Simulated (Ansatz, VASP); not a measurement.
Ti: VASP beside Ansatz

```
Ti
1.0
    -1.73235    1.73235    1.47250
     1.73235   -1.73235    1.47250
     1.73235    1.73235   -1.47250
Ti
1
Direct
  0.00000 0.00000 0.00000
```

Alike in both runs: task single point; functional PBE; k mesh 22 × 22 × 22; occupations gaussian, width 0.15 eV; no spin polarisation.

```csv
,VASP,Ansatz
version,VASP 6.6.1,Ansatz 0.2.0
potentials or method,"VASP PAW PBE potentials, release 64 (Ti_sv), cutoff 520 eV","scalar-relativistic, plane waves, PAW"
valence electrons in the cell,12,12
```

```csv
,VASP,Ansatz,Ansatz less VASP
gap on the k mesh at the Fermi level (eV),none,none,-
pressure (GPa),-2.6,-2.4,+0.24
"traceless stress, the component that is largest in VASP (GPa)",0.92,0.98,+0.053
```

A gap of «none» marks a metal or a gap that the smearing closes.
